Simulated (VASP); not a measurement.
# NiO in VASP: single point with PBE+U

Aim: the single point of NiO with PBE+U.

All numbers are computed with VASP 6.6.1; they aren't measurements. Logs are shortened: lines on timing, memory, paths and dates and some standing lists are left out, and cuts for length are marked.

## 1. The cell of the first run

The typed cell holds 4 atoms: a = 3.018 Å, b = 3.018 Å, c = 5.228 Å, α = 73.21°, β = 73.21°, γ = 59.99°.

## 2. Single point, PBE+U, collinear spin, ferrimagnetic start

The input, INCAR:

```
ALGO = Normal
EDIFF = 1E-7
ENCUT = 520
GGA = PE
ISIF = 2
ISMEAR = 0
ISPIN = 2
LASPH = T
LCHARG = T
LDAU = T
LDAUJ = 0 0
LDAUL = 2 -1
LDAUPRINT = 1
LDAUTYPE = 2
LDAUU = 6.2 0
LELF = T
LMAXMIX = 4
LORBIT = 11
LREAL = F
LVHAR = T
LWAVE = F
MAGMOM = 1.21 1.21 -0.16 -0.16
NBANDS = 28
NELM = 150
PREC = Accurate
SIGMA = 0.1
```

The input, KPOINTS:

```
k-points
0
Gamma
  8 8 4
```

The input, POSCAR:

```
NiO
1.0
    2.5740533890     -1.5087516869      0.4524184240
    2.5740533890      1.5087516869      0.4524184240
    0.8646118484      0.0000000000      5.1558815499
Ni O
2 2
Direct
    0.5000000000      0.0000000000      0.5000000000
    0.0000000000      0.5000000000      0.0000000000
    0.2499934092      0.7500065908      0.2500000000
    0.7500065908      0.2499934092      0.7500000000
```

Potentials or basis: VASP PAW PBE potentials, release 64 (Ni, O).

Run with:

```bash
$ cat potpaw_PBE.64/Ni/POTCAR potpaw_PBE.64/O/POTCAR > POTCAR
$ mpirun -np 1 vasp_std > vasp.out
```

OUTCAR:

```text
EDIFF = 1E-7
   ENCUT = 520
   GGA = PE
   ISIF = 2
   ISMEAR = 0
   ISPIN = 2
   LASPH = T
   LORBIT = 11
   LREAL = F
   NELM = 150
   PREC = Accurate

 ion  position               nearest neighbor table
   1  0.500  0.000  0.500-   3 2.13   4 2.13   4 2.13   3 2.13   3 2.13   4 2.13   2 3.02   2 3.02
                             2 3.02   2 3.02   2 3.02   2 3.02
   2  0.000  0.500  0.000-   4 2.13   3 2.13   4 2.13   3 2.13   3 2.13   4 2.13   1 3.02   1 3.02
                             1 3.02   1 3.02   1 3.02   1 3.02
   3  0.250  0.750  0.250-   2 2.13   1 2.13   1 2.13   2 2.13   1 2.13   2 2.13
   4  0.750  0.250  0.750-   1 2.13   2 2.13   1 2.13   2 2.13   1 2.13   2 2.13

  LATTYP: Found a base centered monoclinic cell.
 ALAT       =     5.2270195254
 B/A-ratio  =     0.5772894781
 C/A-ratio  =     1.0001635027
 COS(beta)  =    -0.3336119046

  Lattice vectors:

 A1 = (  -2.5740533890,   1.5087516869,  -0.4524184240)
 A2 = (  -2.5740533890,  -1.5087516869,  -0.4524184240)
 A3 = (   0.8646118484,   0.0000000000,   5.1558815499)

Analysis of symmetry for initial positions (statically):
=====================================================================
 Subroutine PRICEL returns:
 Original cell was already a primitive cell.

 Routine SETGRP: Setting up the symmetry group for a
 base centered monoclinic supercell.

 Subroutine GETGRP returns: Found  4 space group operations
 (whereof  2 operations were pure point group operations)
 out of a pool of  4 trial point group operations.

The static configuration has the point symmetry S_2 .
 The point group associated with its full space group is C_2h.

Analysis of symmetry for dynamics (positions and initial velocities):
=====================================================================
 Subroutine PRICEL returns:
 Original cell was already a primitive cell.

 Routine SETGRP: Setting up the symmetry group for a
 base centered monoclinic supercell.

 Subroutine GETGRP returns: Found  4 space group operations
 (whereof  2 operations were pure point group operations)
 out of a pool of  4 trial point group operations.

The dynamic configuration has the point symmetry S_2 .
 The point group associated with its full space group is C_2h.

Analysis of structural, dynamic, and magnetic symmetry:
=====================================================================
 Subroutine PRICEL returns:
 Original cell was already a primitive cell.

 Routine SETGRP: Setting up the symmetry group for a
 base centered monoclinic supercell.

 Subroutine GETGRP returns: Found  4 space group operations
 (whereof  2 operations were pure point group operations)
 out of a pool of  4 trial point group operations.

The overall configuration has the point symmetry S_2 .
 The point group associated with its full space group is C_2h.

 Subroutine INISYM returns: Found  4 space group operations
 (whereof  2 operations are pure point group operations),
 and found     1 'primitive' translations

----------------------------------------------------------------------------------------

                                     Primitive cell

  volume of cell :      38.8665

  direct lattice vectors                    reciprocal lattice vectors
     2.574053389 -1.508751687  0.452418424     0.200145273 -0.331399795 -0.033563218
     2.574053389  1.508751687  0.452418424     0.200145273  0.331399795 -0.033563218
     0.864611848  0.000000000  5.155881550    -0.035124705  0.000000000  0.199843465

  length of vectors
     3.017741694  3.017741694  5.227874157     0.388600623  0.388600623  0.202906766

  position of ions in fractional coordinates (direct lattice)
     0.500000000  0.000000000  0.500000000
     0.000000000  0.500000000  0.000000000
     0.249993409  0.750006591  0.250000000
     0.750006591  0.249993409  0.750000000

  ion indices of the primitive-cell ions
   primitive index   ion index
                 1           1
                 2           2
                 3           3
                 4           4

----------------------------------------------------------------------------------------

[... 87 lines left out ...]
   IMIX   =      4    mixing-type and parameters
     AMIX     =   0.40;   BMIX     =  1.00
     AMIX_MAG =   1.60;   BMIX_MAG =  1.00
  volume/ion in A,a.u.               =       9.72        65.57
  Fermi-wavevector in a.u.,A,eV,Ry     =   1.534380  2.899558 32.032511  2.354323
  Thomas-Fermi vector in A             =   2.641316
   LORBIT       =     11    0 simple, 1 ext, 2 COOP (PROOUT), +10 PAW based schemes
 LDA+U is selected, type is set to LDAUTYPE =  2
   angular momentum for each species LDAUL =     2   -1
   U (eV)           for each species LDAUU =   6.2  0.0
   J (eV)           for each species LDAUJ =   0.0  0.0
   GGA     = PE    functional components
   LHFCALC =     F    Hartree Fock is set to
   AEXX    =    0.0000 exact exchange contribution
   IVDW    =     0    specifies the selected vdW correction
   LEPSILON=     F    determine dielectric tensor
   LRPA    =     F    only Hartree local field effects (RPA)
 spin polarized calculation
 Gauss-broadening in eV      SIGMA  =   0.10
  energy-cutoff  :      520.00
  volume of cell :       38.87
 maximum number of plane-waves:      1075
 NGX is ok and might be reduce to    24
   NGX = 11   NGY = 11   NGZ = 19

atom =   1  type =  1  l = 2

 onsite density matrix

spin component  1

  1.0050 -0.0230  0.0000  0.0000  0.0000
 -0.0230  1.0047 -0.0000 -0.0000 -0.0000
  0.0000 -0.0000  0.9849  0.0102  0.0051
  0.0000 -0.0000  0.0102  1.0163  0.0171
  0.0000 -0.0000  0.0051  0.0171  0.9903

spin component  2

  0.5512  0.4267  0.0000  0.0000  0.0000
  0.4267  0.5566 -0.0000  0.0000 -0.0000
  0.0000 -0.0000  0.9247 -0.1891 -0.0939
  0.0000  0.0000 -0.1891  0.3407 -0.3177
  0.0000 -0.0000 -0.0939 -0.3177  0.8228

 occupancies and eigenvectors

  o =  0.1271  v =  0.0000  0.0000  0.0000  0.0000  0.0000  0.0256 -0.0254 -0.2557 -0.8653 -0.4296      0.0000  0.0000  0.0000  0.0000  0.0000  0.0000  0.0000  0.0000  0.0000  0.0000
  o =  0.1272  v =  0.0000  0.0000  0.0000  0.0000  0.0000  0.7089 -0.7044  0.0092  0.0312  0.0155      0.0000  0.0000  0.0000  0.0000  0.0000  0.0000  0.0000  0.0000  0.0000  0.0000
  o =  0.9805  v =  0.0000  0.0000  0.0000  0.0000  0.0000  0.0131  0.0132 -0.6176 -0.1957  0.7616      0.0000  0.0000  0.0000  0.0000  0.0000  0.0000  0.0000  0.0000  0.0000  0.0000
  o =  0.9805  v =  0.0000  0.0000  0.0000  0.0000  0.0000  0.7047  0.7092  0.0032  0.0088 -0.0196      0.0000  0.0000  0.0000  0.0000  0.0000  0.0000  0.0000  0.0000  0.0000  0.0000
  o =  0.9806  v =  0.0000  0.0000  0.0000  0.0000  0.0000  0.0079  0.0079  0.7437 -0.4603  0.4846      0.0000  0.0000  0.0000  0.0000  0.0000  0.0000  0.0000  0.0000  0.0000  0.0000
  o =  0.9818  v = -0.0779 -0.0785  0.8182  0.0380 -0.5630  0.0000  0.0000  0.0000  0.0000  0.0000      0.0000  0.0000  0.0000  0.0000  0.0000  0.0000  0.0000  0.0000  0.0000  0.0000
  o =  0.9818  v = -0.7004 -0.7052 -0.0899 -0.0053  0.0642  0.0000  0.0000  0.0000  0.0000  0.0000      0.0000  0.0000  0.0000  0.0000  0.0000  0.0000  0.0000  0.0000  0.0000  0.0000
  o =  0.9819  v =  0.0016  0.0016  0.5072 -0.4985  0.7030  0.0000  0.0000  0.0000  0.0000  0.0000      0.0000  0.0000  0.0000  0.0000  0.0000  0.0000  0.0000  0.0000  0.0000  0.0000
  o =  1.0278  v =  0.0134 -0.0133 -0.2554 -0.8659 -0.4297  0.0000  0.0000  0.0000  0.0000  0.0000      0.0000  0.0000  0.0000  0.0000  0.0000  0.0000  0.0000  0.0000  0.0000  0.0000
  o =  1.0279  v = -0.7094  0.7046 -0.0048 -0.0164 -0.0081  0.0000  0.0000  0.0000  0.0000  0.0000      0.0000  0.0000  0.0000  0.0000  0.0000  0.0000  0.0000  0.0000  0.0000  0.0000

atom =   2  type =  1  l = 2

 onsite density matrix

spin component  1

  1.0050 -0.0230 -0.0000 -0.0000 -0.0000
 -0.0230  1.0047  0.0000  0.0000  0.0000
 -0.0000  0.0000  0.9849  0.0102  0.0051
 -0.0000  0.0000  0.0102  1.0163  0.0171
 -0.0000  0.0000  0.0051  0.0171  0.9903

spin component  2

  0.5512  0.4267 -0.0000 -0.0000 -0.0000
  0.4267  0.5566  0.0000 -0.0000  0.0000
 -0.0000  0.0000  0.9247 -0.1891 -0.0939
 -0.0000 -0.0000 -0.1891  0.3407 -0.3177
 -0.0000  0.0000 -0.0939 -0.3177  0.8228

 occupancies and eigenvectors

  o =  0.1271  v =  0.0000  0.0000  0.0000  0.0000  0.0000  0.0256 -0.0254  0.2557  0.8653  0.4296      0.0000  0.0000  0.0000  0.0000  0.0000  0.0000  0.0000  0.0000  0.0000  0.0000
  o =  0.1272  v =  0.0000  0.0000  0.0000  0.0000  0.0000  0.7089 -0.7044 -0.0092 -0.0312 -0.0155      0.0000  0.0000  0.0000  0.0000  0.0000  0.0000  0.0000  0.0000  0.0000  0.0000
  o =  0.9805  v =  0.0000  0.0000  0.0000  0.0000  0.0000 -0.0131 -0.0132 -0.6176 -0.1957  0.7616      0.0000  0.0000  0.0000  0.0000  0.0000  0.0000  0.0000  0.0000  0.0000  0.0000
  o =  0.9805  v =  0.0000  0.0000  0.0000  0.0000  0.0000 -0.7047 -0.7092  0.0032  0.0088 -0.0196      0.0000  0.0000  0.0000  0.0000  0.0000  0.0000  0.0000  0.0000  0.0000  0.0000
  o =  0.9806  v =  0.0000  0.0000  0.0000  0.0000  0.0000 -0.0079 -0.0079  0.7437 -0.4603  0.4846      0.0000  0.0000  0.0000  0.0000  0.0000  0.0000  0.0000  0.0000  0.0000  0.0000
  o =  0.9818  v =  0.0779  0.0785  0.8182  0.0380 -0.5630  0.0000  0.0000  0.0000  0.0000  0.0000      0.0000  0.0000  0.0000  0.0000  0.0000  0.0000  0.0000  0.0000  0.0000  0.0000
  o =  0.9818  v =  0.7004  0.7052 -0.0899 -0.0053  0.0642  0.0000  0.0000  0.0000  0.0000  0.0000      0.0000  0.0000  0.0000  0.0000  0.0000  0.0000  0.0000  0.0000  0.0000  0.0000
  o =  0.9819  v = -0.0016 -0.0016  0.5072 -0.4985  0.7030  0.0000  0.0000  0.0000  0.0000  0.0000      0.0000  0.0000  0.0000  0.0000  0.0000  0.0000  0.0000  0.0000  0.0000  0.0000
  o =  1.0278  v =  0.0134 -0.0133  0.2554  0.8659  0.4297  0.0000  0.0000  0.0000  0.0000  0.0000      0.0000  0.0000  0.0000  0.0000  0.0000  0.0000  0.0000  0.0000  0.0000  0.0000
  o =  1.0279  v = -0.7094  0.7046  0.0048  0.0164  0.0081  0.0000  0.0000  0.0000  0.0000  0.0000      0.0000  0.0000  0.0000  0.0000  0.0000  0.0000  0.0000  0.0000  0.0000  0.0000

 number of electron      32.0000006 magnetization       4.0000011

 Free energy of the ion-electron system (eV)
  ---------------------------------------------------
  ext. energy  EPLUGINS =         0.00000000
  ---------------------------------------------------
  free energy    TOTEN  =       -20.28371564 eV

  energy without entropy =      -20.28371564  energy(sigma->0) =      -20.28371564

 E-fermi :   6.3883     XC(G=0): -12.2715

 val. band max:        5.9302434508   @ k =   0.0000   0.0000   0.0000
 cond. band min:       8.2891312232   @ k =   0.0000   0.0000   0.0000
 fundamental gap:      2.3588877724
 Fermi energy:         6.3883018641

 spin component 1

 k-point     1 :       0.0000    0.0000    0.0000
  band No.  band energies     occupation
      1     -12.3612      1.00000
      2     -11.0922      1.00000
      3      -1.2445      1.00000
      4      -1.1246      1.00000
      5      -1.1237      1.00000
      6      -0.1267      1.00000
[... 1481 lines left out ...]
     27      24.9007      0.00000
     28      26.5385      0.00000

 [... further k-points ...]
[... 5 lines left out ...]
  --------------------------------------------------------------------------------------
  -------------------------------------------------------------------------------------
  Total       -1.9774821     -1.9726673     -1.9825431      0.0000000      0.0000000     -0.0090246
  in kB      -81.5169217    -81.3184455    -81.7255528      0.0000000      0.0000000     -0.3720158
  external PRESSURE =     -81.5203067 kB  Pullay stress =       0.0000000 kB

 VOLUME and BASIS-vectors are now :
 -----------------------------------------------------------------------------
  energy-cutoff  :      520.00
  volume of cell :       38.87
      direct lattice vectors                 reciprocal lattice vectors
     2.574053389 -1.508751687  0.452418424     0.200145273 -0.331399795 -0.033563218
     2.574053389  1.508751687  0.452418424     0.200145273  0.331399795 -0.033563218
     0.864611848  0.000000000  5.155881550    -0.035124705  0.000000000  0.199843465

 POSITION                                       TOTAL-FORCE (eV/Angst)
 -----------------------------------------------------------------------------------
      1.71933     -0.75438      2.80415         0.000000      0.000000     -0.000000
      1.28703      0.75438      0.22621         0.000000      0.000000     -0.000000
      2.79021      0.75440      1.74139         0.000000     -0.000087      0.000000
      3.22251     -0.75440      4.31933        -0.000000      0.000087      0.000000
 -----------------------------------------------------------------------------------
    total drift:                                0.000000      0.000000      0.000000

  FREE ENERGIE OF THE ION-ELECTRON SYSTEM (eV)
  ---------------------------------------------------
  free  energy   TOTEN  =       -20.2837156444 eV

  energy  without entropy=      -20.2837156444  energy(sigma->0) =      -20.28371564

 total charge

# of ion       s       p       d       tot
------------------------------------------
    1        0.326   0.378   8.172   8.877
    2        0.326   0.378   8.172   8.877
    3        1.548   3.449   0.000   4.997
    4        1.548   3.449   0.000   4.997
--------------------------------------------------
tot          3.749   7.654  16.345  27.747

 magnetization (x)

# of ion       s       p       d       tot
------------------------------------------
    1        0.012   0.012   1.803   1.827
    2        0.012   0.012   1.803   1.827
    3        0.016   0.147   0.000   0.163
    4        0.016   0.147   0.000   0.163
--------------------------------------------------
tot          0.055   0.318   3.606   3.979
```

Run time: 3.7 min. Hardware: 1 thread of Intel Xeon 8259CL, shared host; peak memory 0.26 GiB.

What came out:

* Free energy: -20.2837 eV
* Pressure: -8.2 GPa
* Band gap on the k mesh: 2.36 eV
* Net moment: 4.00 μB per cell
* Site moments: Ni +1.83; O +0.16 μB
* Valence electrons inside the program's atomic spheres: Ni 8.88; O 5.00

Levels at points of the mesh, in eV from the valence-band top:
Spin up:
```tsv
k point	band 16	band 17	band 18	band 19	band 20	band 21
(0.00, 0.00, 0.00)	-1.18	0.00	0.00	2.36	6.59	10.54
(0.50, 0.00, 0.00)	-1.76	-1.13	-1.13	8.11	8.11	10.29
(0.50, 0.50, 0.00)	-2.46	0.00	0.00	6.59	6.63	10.54
(0.00, 0.00, 0.50)	-0.54	-0.54	-0.54	5.14	5.14	12.38
(0.50, 0.00, 0.50)	-2.46	0.00	0.00	6.59	6.63	10.54
(0.50, 0.50, 0.50)	-1.76	-1.13	-1.13	8.11	8.11	10.29
```
Spin down:
| k point | band 11 | band 12 | band 13 | band 14 | band 15 | band 16 | band 17 | band 18 |
| --- | --- | --- | --- | --- | --- | --- | --- | --- |
| (0.00, 0.00, 0.00) | -1.79 | -0.85 | -0.85 | -0.85 | 2.62 | 2.62 | 2.70 | 4.73 |
| (0.50, 0.00, 0.00) | -2.23 | -2.23 | -1.92 | -1.92 | 3.77 | 3.77 | 3.81 | 3.81 |
| (0.50, 0.50, 0.00) | -2.15 | -2.15 | -1.80 | -1.79 | 3.03 | 3.37 | 4.73 | 4.73 |
| (0.00, 0.00, 0.50) | -1.48 | -1.48 | -1.48 | -1.48 | 3.74 | 3.74 | 3.74 | 3.74 |
| (0.50, 0.00, 0.50) | -2.16 | -2.15 | -1.79 | -1.79 | 3.03 | 3.37 | 4.73 | 4.73 |
| (0.50, 0.50, 0.50) | -2.23 | -2.23 | -1.92 | -1.92 | 3.77 | 3.77 | 3.81 | 3.81 |

Eigenvalues of the final occupation matrices:
```csv
site,spin,trace,eigenvalues
site 1 d,1,5.00,0.98 0.98 0.98 1.03 1.03
site 1 d,2,3.20,0.13 0.13 0.98 0.98 0.98
site 2 d,1,5.00,0.98 0.98 0.98 1.03 1.03
site 2 d,2,3.20,0.13 0.13 0.98 0.98 0.98
```

Caveat: the cell stands under tension.
